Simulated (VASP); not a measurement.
**Zr: single point with PBE**

Zr:

```
CELL_PARAMETERS angstrom
0.00000 2.76782 2.76782
2.76782 0.00000 2.76782
2.76782 2.76782 0.00000
ATOMIC_POSITIONS crystal
Zr 0.87500 0.87500 0.87500
Zr 0.12500 0.12500 0.12500
```

```
Program             : VASP 6.6.1
Task                : single point
Functional          : PBE
Potentials or basis : VASP PAW PBE potentials, release 64 (Zr_sv)
Cutoff              : 520 eV
k mesh              : 12 × 12 × 12
Occupations         : fermi-dirac, width 0.08 eV
Spin                : no spin polarisation
```

* Pressure: 26.6 GPa
* Band gap on the k mesh: zero (band 12 reaches 10.26 eV, above the bottom of band 13 at 9.00 eV)

Levels at points of the mesh, in eV from the Fermi level:
```tsv
k point	band 9	band 10	band 11	band 12	band 13	band 14	band 15	band 16
(0.00, 0.00, 0.00)	-4.76	-1.99	-1.99	-0.03	-0.03	-0.03	3.08	3.08
(0.50, 0.00, 0.00)	-2.34	-1.75	-1.75	-1.41	-0.65	-0.65	1.97	4.71
(0.50, 0.50, 0.00)	-3.34	-3.34	-0.62	-0.62	1.67	1.67	2.03	2.03
```

Run time: 27 s on 1 thread of Intel(R) Xeon(R) 6975P-C (Granite Rapids), on a shared host, peak memory 0.19 GiB.
